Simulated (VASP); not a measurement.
Sc3Ru: single point with PBE

Sc3Ru:

```
CELL_PARAMETERS angstrom
4.29661 0.00000 0.00000
0.00000 4.29661 0.00000
0.00000 0.00000 4.29661
ATOMIC_POSITIONS crystal
Sc 0.00000 0.50000 0.50000
Sc 0.50000 0.00000 0.50000
Sc 0.50000 0.50000 0.00000
Ru 0.00000 0.00000 0.00000
```

```
Program             : VASP 6.6.1
Task                : single point
Functional          : PBE
Potentials or basis : VASP PAW PBE potentials, release 64 (Sc_sv, Ru_pv)
Cutoff              : 520 eV
k mesh              : 4 × 4 × 4
Occupations         : gaussian, width 0.1 eV
Spin                : no spin polarisation
```

```yaml
Pressure: 0.0 GPa
Band_gap_on_the_k_mesh: zero (an odd number of electrons rules out a gap without spin polarisation)
```

Levels at points of the mesh, in eV from the Fermi level:
```tsv
k point	band 20	band 21	band 22	band 23	band 24	band 25	band 26	band 27
(0.00, 0.00, 0.00)	-2.24	-2.24	-2.24	0.66	0.66	0.66	1.97	1.97
(0.50, 0.00, 0.00)	-1.55	-1.55	-1.21	-0.62	-0.06	0.02	0.02	1.69
(0.50, 0.50, 0.00)	-1.53	-1.53	-1.35	-0.63	-0.53	0.07	0.13	0.50
(0.50, 0.50, 0.50)	-0.93	-0.93	0.33	0.33	0.33	0.59	0.65	0.65
```

Wall time 39 s on 1 thread of Oxide Virtual Turin-like Processor, on a shared host, peak memory 0.14 GiB.

Caveat: the k points lie up to 0.37 Å⁻¹ apart, too coarse for converged energies and pressures of a metal.
